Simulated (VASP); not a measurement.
# H4C17 in VASP: notebook

Runs on H4C17. Level: PBE. Tasks: single point.

All numbers are computed with VASP 6.6.1; they aren't measurements. Logs are shortened: lines on timing, memory, paths and dates and some standing lists are left out, and cuts for length are marked.

## Step 1: The cell of the first run

The cell holds a slab with vacuum, 21 atoms: a = 5.049 Å, b = 5.049 Å, c = 15.676 Å, α = 90.00°, β = 90.00°, γ = 60.00°.

## Step 2: Single point, PBE, collinear spin

INCAR reads:

```
SYSTEM = H4C17
PREC = Accurate
ENCUT = 520
EDIFF = 1E-6
ISMEAR = 0
SIGMA = 0.05
LREAL = .FALSE.
LASPH = .TRUE.
NELM = 200
ALGO = Normal
ISIF = 2
LWAVE = .FALSE.
LCHARG = .FALSE.
ISPIN = 2
MAGMOM = 0 0 0 0 0 0 0 0 0 0 0 0 0 0 0 0 0 0.07 0 0 0.08
LORBIT = 11
GGA = PE
NBANDS = 56
GGA_COMPAT = .FALSE.
NELMDL = -8
```

KPOINTS reads:

```
Automatic mesh
0
G
  3 3 1
  0 0 0
```

POSCAR reads:

```
H4C17
1.0
    5.0487420000      0.0000000000      0.0000000000
    2.5243710000      4.3723390000      0.0000000000
    0.0000000000      0.0000000000     15.6764260000
H C
4 17
Direct
    0.1666667848      0.1666666285      0.0637901139
    0.6666667848      0.1666666285      0.0637901139
    0.1666666285      0.6666667429      0.0637901139
    0.6666666285      0.6666667429      0.0637901139
    0.1666667848      0.1666666285      0.1339591052
    0.6666667848      0.1666666285      0.1339591052
    0.1666666285      0.6666667429      0.1339591052
    0.6666666285      0.6666667429      0.1339591052
   -0.1666666285      0.3333332571      0.1668292250
    0.3333333715      0.3333332571      0.1668292250
   -0.1666667848      0.8333333715      0.1668292250
    0.3333332152      0.8333333715      0.1668292250
   -0.1666337667      0.3333808289      0.2775069394
    0.3284613403      0.3343286054      0.2723203618
   -0.1656775067      0.8284764745      0.2723298665
    0.3364076824      0.8364433773      0.2578303881
    0.0175487459     -0.0161311829      0.3005790350
    0.4923361487     -0.0076602020      0.2972370105
   -0.0012975691      0.4987207076      0.2949965764
    0.4838428018      0.5175687430      0.3005838831
    0.2997725121      0.7997389955      0.3665144721
```

Potentials or basis: VASP PAW PBE potentials, release 64 (H, C).

Run with:

```console
> cat potpaw_PBE.64/H/POTCAR potpaw_PBE.64/C/POTCAR > POTCAR
> mpirun -np 1 vasp_std > vasp.out
```

OUTCAR:

```text
SYSTEM = H4C17
   PREC = Accurate
   ENCUT = 520
   EDIFF = 1E-6
   ISMEAR = 0
   LREAL = .FALSE.
   LASPH = .TRUE.
   NELM = 200
   ISIF = 2
   ISPIN = 2
   LORBIT = 11
   GGA = PE
   NELMDL = -8

 ion  position               nearest neighbor table
   1  0.167  0.167  0.064-   5 1.10
   2  0.667  0.167  0.064-   6 1.10
   3  0.167  0.667  0.064-   7 1.10
   4  0.667  0.667  0.064-   8 1.10
   5  0.167  0.167  0.134-   1 1.10  10 1.55  12 1.55   9 1.55
   6  0.667  0.167  0.134-   2 1.10   9 1.55  11 1.55  10 1.55
   7  0.167  0.667  0.134-   3 1.10  12 1.55  11 1.55  10 1.55
   8  0.667  0.667  0.134-   4 1.10  11 1.55  12 1.55   9 1.55
   9  0.833  0.333  0.167-   6 1.55   5 1.55   8 1.55  13 1.74
  10  0.333  0.333  0.167-   5 1.55   6 1.55   7 1.55  14 1.65
  11  0.833  0.833  0.167-   8 1.55   6 1.55   7 1.55  15 1.65
  12  0.333  0.833  0.167-  16 1.43   7 1.55   5 1.55   8 1.55
  13  0.833  0.333  0.278-  19 1.47  17 1.57  20 1.57   9 1.74
  14  0.328  0.334  0.272-  19 1.48  18 1.55  20 1.55  10 1.65
  15  0.834  0.828  0.272-  19 1.48  18 1.55  17 1.55  11 1.65
  16  0.336  0.836  0.258-  12 1.43  18 1.50  17 1.55  20 1.55  21 1.73
  17  0.018  0.984  0.301-  15 1.55  16 1.55  13 1.57  21 1.62
  18  0.492  0.992  0.297-  16 1.50  15 1.55  14 1.55  21 2.00
  19  0.999  0.499  0.295-  13 1.47  15 1.48  14 1.48
  20  0.484  0.518  0.301-  14 1.55  16 1.55  13 1.57  21 1.62
  21  0.300  0.800  0.367-  20 1.62  17 1.62  16 1.73  18 2.00

  LATTYP: Found a hexagonal cell.
 ALAT       =     5.0487421480
 C/A-ratio  =     3.1050161685

  Lattice vectors:

 A1 = (  -2.5243710000,  -4.3723390000,   0.0000000000)
 A2 = (   5.0487420000,   0.0000000000,   0.0000000000)
 A3 = (   0.0000000000,   0.0000000000,  15.6764260000)

Analysis of symmetry for initial positions (statically):
=====================================================================
 Subroutine PRICEL returns:
 Original cell was already a primitive cell.

 Routine SETGRP: Setting up the symmetry group for a
 hexagonal supercell.

 Subroutine GETGRP returns: Found  1 space group operations
 (whereof  1 operations were pure point group operations)
 out of a pool of 24 trial point group operations.

The static configuration has the point symmetry C_1 .

Analysis of symmetry for dynamics (positions and initial velocities):
=====================================================================
 Subroutine PRICEL returns:
 Original cell was already a primitive cell.

 Routine SETGRP: Setting up the symmetry group for a
 hexagonal supercell.

 Subroutine GETGRP returns: Found  1 space group operations
[... 181 lines left out ...]
  ---------------------------------------------------
  free energy    TOTEN  =      -160.23876708 eV

  energy without entropy =     -160.22541766  energy(sigma->0) =     -160.23209237

 E-fermi :   0.4929     XC(G=0):  -5.2668

 val. band max:        0.4799596405   @ k =   0.0000   0.0000   0.0000
 cond. band min:       0.4932136433   @ k =  -0.3333   0.3333   0.0000
 fundamental gap:      0.0132540028
 Fermi energy:         0.4929421201

 spin component 1

 k-point     1 :       0.0000    0.0000    0.0000
  band No.  band energies     occupation
      1     -21.1151      1.00000
      2     -18.9000      1.00000
      3     -16.5082      1.00000
      4     -15.3367      1.00000
      5     -15.1613      1.00000
      6     -14.9708      1.00000
[... 244 lines left out ...]
     47       6.7000      0.00000
     48       6.7533      0.00000
 Fermi energy:         0.4929421201

 spin component 2

 k-point     1 :       0.0000    0.0000    0.0000
  band No.  band energies     occupation
      1     -21.1151      1.00000
      2     -18.9000      1.00000
      3     -16.5082      1.00000
      4     -15.3367      1.00000
      5     -15.1613      1.00000
      6     -14.9708      1.00000
[... 244 lines left out ...]
     47       6.7014      0.00000
     48       6.7540      0.00000
 [bands above 48 left out]

------------------------ aborting loop because EDIFF is reached ----------------------------------------

  FORCE on cell =-STRESS in cart. coord.  units (eV):
  Direction    XX          YY          ZZ          XY          YZ          ZX
  --------------------------------------------------------------------------------------
  -------------------------------------------------------------------------------------
  Total       -5.2827606     -6.4024640     -2.6109089      0.9705407      1.3466989      2.3326012
  in kB      -24.4583665    -29.6424208    -12.0881053      4.4934540      6.2350079     10.7995837
  external PRESSURE =     -22.0629642 kB  Pullay stress =       0.0000000 kB

 VOLUME and BASIS-vectors are now :
 -----------------------------------------------------------------------------
  energy-cutoff  :      520.00
  volume of cell :      346.05
      direct lattice vectors                 reciprocal lattice vectors
     5.048742000  0.000000000  0.000000000     0.198069143 -0.114355268  0.000000000
     2.524371000  4.372339000  0.000000000     0.000000000  0.228710537  0.000000000
     0.000000000  0.000000000 15.676426000     0.000000000  0.000000000  0.063790050

 POSITION                                       TOTAL-FORCE (eV/Angst)
 -----------------------------------------------------------------------------------
      1.26219      0.72872      1.00000        -0.021981      0.012021     -0.143298
      3.78656      0.72872      1.00000        -0.011357     -0.006566     -0.260894
      2.52437      2.91489      1.00000        -0.012804     -0.007372     -0.133360
      5.04874      2.91489      1.00000        -0.000581     -0.024999     -0.143295
      1.26219      0.72872      2.10000        -0.047116      0.265925      1.552766
      3.78656      0.72872      2.10000         0.049248      0.028384      1.631794
[... 13 lines left out ...]
      3.74933      2.26299      4.71208         0.074919     -0.450632     -0.147803
      3.53231      3.49673      5.74564         0.982215      0.568473     -0.425938
 -----------------------------------------------------------------------------------
    total drift:                               -0.000171     -0.000100      0.000312

  FREE ENERGIE OF THE ION-ELECTRON SYSTEM (eV)
  ---------------------------------------------------
  free  energy   TOTEN  =      -160.2387670785 eV

  energy  without entropy=     -160.2254176631  energy(sigma->0) =     -160.23209237

 total charge

# of ion       s       p       d       tot
------------------------------------------
    1        0.646   0.044   0.000   0.690
    2        0.648   0.044   0.000   0.692
    3        0.647   0.044   0.000   0.691
    4        0.646   0.044   0.000   0.690
    5        0.836   1.752   0.000   2.589
    6        0.837   1.750   0.000   2.587
[... 13 lines left out ...]
   20        0.825   1.671   0.000   2.496
   21        0.927   1.280   0.000   2.207
--------------------------------------------------
tot         16.823  28.841   0.000  45.664

 magnetization (x)

# of ion       s       p       d       tot
------------------------------------------
    1       -0.000   0.000   0.000  -0.000
    2       -0.000   0.000   0.000  -0.000
    3       -0.000   0.000   0.000  -0.000
    4       -0.000   0.000   0.000  -0.000
    5        0.000   0.000   0.000   0.000
    6        0.000   0.000   0.000   0.000
[... 13 lines left out ...]
   20        0.000  -0.000   0.000  -0.000
   21       -0.000  -0.000   0.000  -0.000
--------------------------------------------------
tot         -0.000  -0.000   0.000  -0.000
```

OSZICAR:

```text
N       E                     dE             d eps       ncg     rms          rms(c)
DAV:   1     0.479767136614E+03    0.47977E+03   -0.31473E+04  1120   0.108E+03
DAV:   2    -0.107627991321E+03   -0.58740E+03   -0.55946E+03  1584   0.262E+02
[... 28 lines left out ...]
DAV:  31    -0.160238749764E+03   -0.16655E-04   -0.45563E-06   960   0.322E-03    0.153E-03
DAV:  32    -0.160238759955E+03   -0.10190E-04   -0.15773E-06   968   0.221E-03    0.291E-03
DAV:  33    -0.160238763596E+03   -0.36413E-05   -0.44732E-07   976   0.158E-03    0.230E-03
DAV:  34    -0.160238765470E+03   -0.18742E-05   -0.43697E-07   968   0.130E-03    0.498E-04
DAV:  35    -0.160238766872E+03   -0.14018E-05   -0.12567E-07   968   0.103E-03    0.533E-04
DAV:  36    -0.160238767079E+03   -0.20649E-06   -0.32058E-08  1056   0.598E-04
   1 F= -.16023877E+03 E0= -.16023209E+03  d E =-.133494E-01  mag=    -0.0000
```

Wall time 15 min (1 thread of Oxide Virtual Turin-like, shared host); peak memory 0.6 GiB.

Results:

* Free energy: -160.2388 eV
* Largest force: 4.281 eV/Å
* Band gap on the k mesh: zero (filled and empty bands overlap)
* Net moment: 0.00 μB per cell
* Valence electrons inside the program's atomic spheres: H 0.69; C 2.59, 2.48, 2.51, 2.62, 2.47, 2.52, 2.67, 2.50, 2.57, 2.21 (each value once)

Forces on the atoms (eV/Å):
```
H   -0.022  0.012 -0.143
H   -0.011 -0.007 -0.261
H   -0.013 -0.007 -0.133
H   -0.001 -0.025 -0.143
C   -0.047  0.266  1.553
C    0.049  0.028  1.632
C   -0.177 -0.102  1.413
C    0.207 -0.174  1.553
C   -0.373 -0.215 -0.356
C    0.064 -0.075 -0.629
C   -0.033  0.094 -0.629
C   -0.190 -0.110 -4.276
C    0.259  0.151  0.162
C   -0.326  0.157  0.542
C   -0.029 -0.361  0.538
C   -0.062 -0.037  0.297
C   -0.352  0.289 -0.145
C    0.140  0.082  0.058
C   -0.140 -0.082 -0.457
C    0.075 -0.451 -0.148
C    0.982  0.568 -0.426
```

Caveat: the k points lie up to 0.48 Å⁻¹ apart; there is no dipole correction, which matters where the two faces differ.

## Step 3: Single point, PBE, collinear spin

INCAR reads:

```
SYSTEM = H4C17
PREC     = Accurate       ! precision mode
ENCUT    = 520            ! plane-wave cutoff, eV
EDIFF    = 1E-6           ! SCF threshold, eV
ISMEAR   = 0              ! smearing method
SIGMA    = 0.05           ! smearing width, eV
LREAL    = .FALSE.        ! projectors in reciprocal space
LASPH    = .TRUE.         ! aspherical terms in the spheres
NELM     = 200            ! most SCF steps
ALGO     = Normal         ! electronic algorithm
ISIF     = 2              ! what is computed and relaxed
LWAVE    = .FALSE.        ! write WAVECAR
LCHARG   = .FALSE.        ! write CHGCAR
ISPIN    = 2              ! spin polarisation
MAGMOM   = 0 0 0 0 0 0 0 0 0 0 0 0 0 0 0 0 0 0.07 0 0 0.08 ! initial moments
LORBIT   = 11             ! projections on sites
GGA      = PE             ! functional
NBANDS   = 56             ! bands
GGA_COMPAT= .FALSE.      
NELMDL   = -8
```

KPOINTS is that of step 2.

POSCAR reads:

```
H4C17
1.0
    5.0487420000      0.0000000000      0.0000000000
    2.5243710000      4.3723390000      0.0000000000
    0.0000000000      0.0000000000     15.6764260000
H C
4 17
Direct
    0.1666667848      0.1666666285      0.0637901139
    0.6666667848      0.1666666285      0.0637901139
    0.1666666285      0.6666667429      0.0637901139
    0.6666666285      0.6666667429      0.0637901139
    0.1666667848      0.1666666285      0.1339591052
    0.6666667848      0.1666666285      0.1339591052
    0.1666666285      0.6666667429      0.1339591052
    0.6666666285      0.6666667429      0.1339591052
   -0.1666666285      0.3333332571      0.1668292250
    0.3333333715      0.3333332571      0.1668292250
   -0.1666667848      0.8333333715      0.1668292250
    0.3333332152      0.8333333715      0.1668292250
   -0.1598683909      0.3332458897      0.2734031341
    0.3355702797      0.3326766291      0.2767948511
   -0.1598383974      0.8274662600      0.2735370932
    0.3328112726      0.8337862183      0.2573249158
    0.0223398085     -0.0105467577      0.2991558790
    0.4989656672     -0.0154018250      0.3008298575
    0.0054384405      0.4976965418      0.2948036753
    0.4990938031      0.5174937259      0.3008112946
    0.3766267057      0.8138474624      0.3659528645
```

Potentials or basis: VASP PAW PBE potentials, release 64 (H, C).

Run with:

```console
> cat potpaw_PBE.64/H/POTCAR potpaw_PBE.64/C/POTCAR > POTCAR
> mpirun -np 1 vasp_std > vasp.out
```

Wall time 14 min (1 thread of Oxide Virtual Turin-like, shared host); peak memory 0.6 GiB.

It converged, with:

- Free energy: -160.3795 eV
- Largest force: 4.497 eV/Å
- Net moment: 0.48 μB per cell
- Site moments: H +0.00; C -0.00, +0.00, +0.01, +0.02, -0.01, +0.03, +0.08 (each value once) μB
- Valence electrons inside the program's atomic spheres: H 0.69; C 2.59, 2.50, 2.49, 2.63, 2.51, 2.48, 2.68, 2.46, 2.58, 2.21 (each value once)

Forces in eV/Å, atoms in the order of the input:
```
H    0.025  0.011 -0.129
H    0.014 -0.007 -0.249
H    0.005 -0.024 -0.129
H    0.028 -0.014 -0.125
C    0.022  0.267  1.549
C   -0.024  0.013  1.652
C   -0.222 -0.154  1.555
C    0.202 -0.116  1.446
C   -0.056 -0.169 -0.466
C    0.410 -0.216 -0.343
C    0.136  0.158 -0.460
C    0.206 -0.099 -4.491
C    0.285  0.165  0.495
C   -0.308  0.176  0.172
C   -0.002 -0.330  0.470
C    0.029 -0.014  0.286
C   -0.243  0.130 -0.047
C    0.361  0.316 -0.208
C    0.021 -0.011 -0.339
C   -0.101 -0.447 -0.187
C   -0.788  0.364 -0.451
```

Levels at points of the mesh, in eV from the Fermi level:
Spin up:
| k point | band 34 | band 35 | band 36 | band 37 | band 38 | band 39 |
| --- | --- | --- | --- | --- | --- | --- |
| (0.00, 0.00, 0.00) | -1.90 | -1.84 | -0.53 | -0.08 | 1.93 | 2.64 |
Spin down:
```tsv
k point	band 33	band 34	band 35	band 36	band 37	band 38	band 39	band 40
(0.00, 0.00, 0.00)	-3.03	-1.88	-1.82	-0.21	0.16	2.08	2.73	3.76
```

Caveat: the k points lie up to 0.48 Å⁻¹ apart; there is no dipole correction, which matters where the two faces differ.

## Step 4: Single point, PBE, collinear spin

INCAR reads:

```
SYSTEM = H4C17
ALGO     = Normal         ! electronic algorithm
EDIFF    = 1E-6           ! SCF threshold, eV
ENCUT    = 520            ! plane-wave cutoff, eV
GGA      = PE             ! functional
GGA_COMPAT= .False.      
ISIF     = 2              ! what is computed and relaxed
ISMEAR   = 0              ! smearing method
ISPIN    = 2              ! spin polarisation
LASPH    = .True.         ! aspherical terms in the spheres
LCHARG   = .False.        ! write CHGCAR
LORBIT   = 11             ! projections on sites
LREAL    = .False.        ! projectors in reciprocal space
LWAVE    = .False.        ! write WAVECAR
MAGMOM   = 0 0 0 0 0 0 0 0 0 0 0 0 0 0 0 0 0 0.07 0 0 0.08 ! initial moments
NBANDS   = 56             ! bands
NELM     = 200            ! most SCF steps
NELMDL   = -8           
PREC     = Accurate       ! precision mode
SIGMA    = 0.05           ! smearing width, eV
```

KPOINTS reads:

```
k-points
0
Gamma
  3 3 1
  0 0 0
```

POSCAR reads:

```
H4C17
1.0
    5.0487420000      0.0000000000      0.0000000000
    2.5243710000      4.3723390000      0.0000000000
    0.0000000000      0.0000000000     15.6764260000
H C
4 17
Direct
    0.1666667848      0.1666666285      0.0637901139
    0.6666667848      0.1666666285      0.0637901139
    0.1666666285      0.6666667429      0.0637901139
    0.6666666285      0.6666667429      0.0637901139
    0.1666667848      0.1666666285      0.1339591052
    0.6666667848      0.1666666285      0.1339591052
    0.1666666285      0.6666667429      0.1339591052
    0.6666666285      0.6666667429      0.1339591052
   -0.1666666285      0.3333332571      0.1668292250
    0.3333333715      0.3333332571      0.1668292250
   -0.1666667848      0.8333333715      0.1668292250
    0.3333332152      0.8333333715      0.1668292250
   -0.1627601889      0.3335029603      0.2701414851
    0.3351597947      0.3322905658      0.2802506132
   -0.1627602135      0.8290082265      0.2701378490
    0.3246618786      0.8375729787      0.2597126411
    0.0071437214     -0.0037057968      0.2937264527
    0.5035966015     -0.0212545276      0.3008234147
    0.0026829683      0.4985279046      0.2952562019
    0.5035823757      0.5173750251      0.3008123790
    0.4740396360      0.7627041270      0.3701320696
```

Run with:

```console
> cat potpaw_PBE.64/H/POTCAR potpaw_PBE.64/C/POTCAR > POTCAR
> mpirun -np 1 vasp_std > vasp.out
```

Wall time 18 min (1 thread of Oxide Virtual Turin-like, shared host); peak memory 0.6 GiB.

The run converged. Its results:

| Property | Result |
| --- | --- |
| Free energy | -159.8361 eV |
| Largest force | 3.399 eV/Å |
| Band gap on the k mesh | 0.21 eV |
| Net moment | 0.00 μB per cell |
| Valence electrons inside the program's atomic spheres | H 0.69; C 2.59, 2.52, 2.48, 2.61, 2.55, 2.45, 2.64, 2.49, 2.51, 2.20 (each value once) |

Forces on the atoms (eV/Å):
```
H    0.028  0.032 -0.125
H    0.015 -0.009 -0.166
H   -0.014 -0.041 -0.125
H    0.000 -0.001 -0.095
C    0.097  0.192  1.507
C   -0.114  0.066  1.613
C   -0.118 -0.180  1.507
C    0.128 -0.074  1.310
C    0.028  0.021 -0.962
C    0.435 -0.256 -0.235
C   -0.008 -0.041 -0.962
C    0.031 -0.022 -3.398
C    0.196  0.142  0.526
C   -0.075  0.045 -0.159
C   -0.024 -0.239  0.530
C    0.015 -0.010  0.119
C   -0.081  0.050 -0.119
C    0.164  0.321 -0.218
C    0.081 -0.044 -0.108
C   -0.194 -0.301 -0.221
C   -0.589  0.350 -0.219
```

Levels at points of the mesh, in eV from the valence-band top:
Spin up:
| k point | band 33 | band 34 | band 35 | band 36 | band 37 | band 38 | band 39 | band 40 |
| --- | --- | --- | --- | --- | --- | --- | --- | --- |
| (0.00, 0.00, 0.00) | -2.08 | -1.62 | -1.58 | -0.37 | 0.21 | 1.39 | 2.35 | 3.63 |
Spin down:
```
           k point  band 32  band 33  band 34  band 35  band 36  band 37  band 38  band 39  band 40  band 41
(0.00, 0.00, 0.00)    -2.80    -2.08    -1.62    -1.58    -0.37     0.21     1.39     2.35     3.63     4.32
```

Caveat: the k points lie up to 0.48 Å⁻¹ apart; there is no dipole correction, which matters where the two faces differ.

## Step 5: The runs side by side

| cell | gap on the mesh (eV) | moment (μB) | largest force (eV/Å) |
| --- | --- | --- | --- |
| as given, atomic positions A | none | 0.00 | 4.28 |
| as given, atomic positions B | none | 0.48 | 4.50 |
| as given, atomic positions C | 0.21 | 0.00 | 3.40 |

Alike in all rows: task single point; level PBE; potentials or basis VASP PAW PBE potentials, release 64 (H, C); spin collinear; k mesh 3 × 3 × 1; cutoff (eV) 520; smearing gaussian 0.05 eV.

Caveats: all runs use coarse meshes; there is no dipole correction, which matters where the two faces differ.

Absolute energies hang on the potentials; compare differences alone.

The gap in the log of VASP goes by the Fermi energy; the results here count the filled bands.